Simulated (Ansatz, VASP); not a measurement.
# Re in VASP and in Ansatz

INCAR

```
SYSTEM = Re
PREC = Accurate
ENCUT = 520
EDIFF = 1E-7
ISMEAR = 0
SIGMA = 0.15
LREAL = .False.
LASPH = .True.
NELM = 100
ALGO = Normal
ISIF = 2
LWAVE = .False.
LCHARG = .False.
GGA = PE
NBANDS = 10
```

The input KPOINTS:

```
Automatic mesh
0
Gamma
  20 20 20
  0 0 0
```

File POSCAR:

```
Re
1.0
    0.0000000000      1.9651250000      1.9750000000
    1.9750000000      0.0000000000      1.9750000000
    1.9750000000      1.9651250000      0.0000000000
Re
1
Direct
    0.0000000000      0.0000000000      0.0000000000
```

Input for Ansatz:

```yaml
crystal:
  lattice:
    - [0.0, 1.965125, 1.975]
    - [1.975, 0.0, 1.975]
    - [1.975, 1.965125, 0.0]
  atoms:
    - { symbol: Re, position: [0.0, 0.0, 0.0] }
basis:
  ecutwfc: 420
kpoints:
  mp_grid: { grid: [20, 20, 20] }
hamiltonian:
  xc: pbe
scf:
  occupations: { method: gaussian, width: 0.15 }
output:
  forces: true
  stress: true
  eigenvalues: true
```

Change from the starting cell: strain -0.0050 x Voigt [0, 1, 0, 0, 0, 0], atoms carried along.

Alike in both runs: task single point; functional PBE; k mesh 20 × 20 × 20; occupations gaussian, width 0.15 eV; no spin polarisation.

|  | VASP | Ansatz |
| --- | --- | --- |
| version | VASP 6.6.1 | Ansatz 0.2.0 |
| potentials or method | VASP PAW PBE potentials, release 64 (Re), cutoff 520 eV | scalar-relativistic, plane waves, PAW |
| valence electrons in the cell | 7 | 15 |

VASP gave:

| Item | Value |
| --- | --- |
| gap on the k mesh at the Fermi level (eV) | none |
| pressure (GPa) | -8.2 |
| traceless stress, the component that is largest in VASP (GPa) | 0.90 |

Q: Which values does Ansatz return?

A: gap on the k mesh at the Fermi level (eV): none; pressure (GPa): -7.5; traceless stress, the component that is largest in VASP (GPa): 0.90.

A gap of «none» marks a metal or a gap that the smearing closes. VASP's potentials hold 7 valence electrons a cell and Ansatz's 15, so a difference there can come from the potentials and not from the codes.

Spin-orbit coupling is off throughout.
